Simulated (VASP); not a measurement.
Runs of VASP 6.6.1 on EuS. The structure is cubic, space group Fm-3m (No. 225). Conventional cell: a = 5.957 Å, b = 5.957 Å, c = 5.957 Å, α = 90.00°, β = 90.00°, γ = 90.00°. Eu (site symmetry m-3m) has 6 S at 2.98 Å within 3.9 Å. Within 3.9 Å of S (site symmetry m-3m) lie 6 Eu at 2.98 Å. 

| U | gap on the mesh (eV) | pressure (GPa) | moment (μB) |
| --- | --- | --- | --- |
| Eu f U = 8.0 eV | 0.93 | 1.7 | 7.00 |
| Eu f U = 4.0 eV | none | (a) | 7.00 |
| Eu f U = 6.0 eV | 0.42 | (b) | 7.00 |
| Eu f U = 2.0 eV | none | -1.2 | 7.00 |

Alike in all rows: task single point; level PBE+U; potentials or basis VASP PAW PBE potentials, release 64 (Eu, S); spin collinear, ferromagnetic start; cell as given; k mesh 10 × 10 × 10; cutoff (eV) 600; smearing gaussian 0.1 eV.

Q: Fill in the values left out.

A: (a) 0.1; (b) 1.0.

Caveats: spin-orbit coupling is left out, which moves the levels of the heavy elements; a cell with one magnetic atom can't hold antiferromagnetic order, which such compounds often take.

A k mesh can miss the band edges, and the runs leave out spin-orbit coupling on Eu.

A gap of «none» marks levels without a gap at the run's occupations.
